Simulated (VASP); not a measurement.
Set up this calculation in VASP 6.6.1, as the native input.

| Item | Value |
| --- | --- |
| Task | single point |
| Functional | PBEsol |
| Potentials or basis | VASP PAW PBE potentials, release 64 (Fe_sv) |
| Cutoff | 600 eV |
| k mesh | 10 × 10 × 6 |
| Occupations | fermi-dirac, width 0.05 eV |
| Spin | collinear spin, ferromagnetic start |
| Starting moments | [0.75, 0.75] μB |
| Fixed moment | 1.5 μB |
| Dipole correction | no |
| Second run | valence_matched |
| Further INCAR settings | ALGO = Normal; EDIFF = 1e-06; NBANDS = 27 |

The structure of Fe lies in POSCAR:

```
Fe
1.0
    2.4341575853      0.0000000000      0.0000000000
   -1.2170787927      2.1080423057      0.0000000000
    0.0000000000      0.0000000000      3.8419344700
Fe
2
Direct
    0.6666666667      0.3333333333      0.7500000000
    0.3333333333      0.6666666667      0.2500000000
```

These files were run (other wordings do the same):

INCAR

```
ALGO     = Normal         # electronic algorithm
EDIFF    = 1E-6           # SCF threshold, eV
ENCUT    = 600            # plane-wave cutoff, eV
GGA      = PS             # functional
GGA_COMPAT= F            
ISIF     = 2              # what is computed and relaxed
ISMEAR   = -1             # smearing method
ISPIN    = 2              # spin polarisation
LASPH    = T              # aspherical terms in the spheres
LCHARG   = F              # write CHGCAR
LMAXMIX  = 4              # l up to which the mixer works
LORBIT   = 11             # projections on sites
LREAL    = F              # projectors in reciprocal space
LWAVE    = F              # write WAVECAR
MAGMOM   = 0.75 0.75      # initial moments
NBANDS   = 27             # bands
NELM     = 200            # most SCF steps
NUPDOWN  = 1.5            # fixed moment
PREC     = Accurate       # precision mode
SIGMA    = 0.05           # smearing width, eV
```

KPOINTS

```
k-points
0
Gamma
  10 10 6
```

Potentials or basis: VASP PAW PBE potentials, release 64 (Fe_sv).

Command:

```sh
$ cat potpaw_PBE.64/Fe_sv/POTCAR > POTCAR
$ mpirun -np 1 vasp_std > vasp.out
```

It gave:

- Pressure: 0.0 GPa
- Net moment: 1.50 μB per cell
- Site moments: Fe +0.73 μB
- Valence electrons inside the program's atomic spheres: Fe 13.82

Caveat: the PAW data sets were made with another functional, which shifts forces and pressure a little; the total moment is fixed, so each spin has its own Fermi level.

Wall time 26 s on 1 thread of Intel(R) Xeon(R) 6975P-C (Granite Rapids), with other jobs on the host, peak memory 0.17 GiB.
